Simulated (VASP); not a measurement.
Sn, 2 atoms in the cell. Symmetry: I4_1/amd, No. 141, tetragonal system. The conventional cell has a = 5.833 Å, b = 5.833 Å, c = 3.151 Å, α = 90.00°, β = 90.00°, γ = 90.00°. Within 4.0 Å of Sn (site symmetry -4m2) lie 10 Sn at 3.02 to 3.75 Å. 

```yaml
Program: VASP 6.6.1
Task: single point
Functional: revPBE
Dispersion: D3(BJ)
Potentials_or_basis: VASP PAW PBE potentials, release 64 (Sn_d)
Cutoff: 520 eV
k_mesh: 9 × 9 × 9
Occupations: fermi-dirac, width 0.05 eV
Spin: no spin polarisation
Dipole_correction: no
Further_INCAR_settings: ALGO = Normal; EDIFF = 1e-06; NBANDS = 21
```

Potentials or basis: VASP PAW PBE potentials, release 64 (Sn_d).

Launch:

```bash
$ cat potpaw_PBE.64/Sn_d/POTCAR > POTCAR
$ mpirun -np 1 vasp_std > vasp.out
```

Hardware: 1 thread of Intel(R) Xeon(R) Platinum 8488C (Sapphire Rapids), on a shared host.

Problem. How long does it take, and how much memory?

Solution. Run time: 83 s on 1 thread of Intel(R) Xeon(R) Platinum 8488C (Sapphire Rapids), on a shared host, peak memory 0.23 GiB. Counts: scf iterations 11, k points 75.
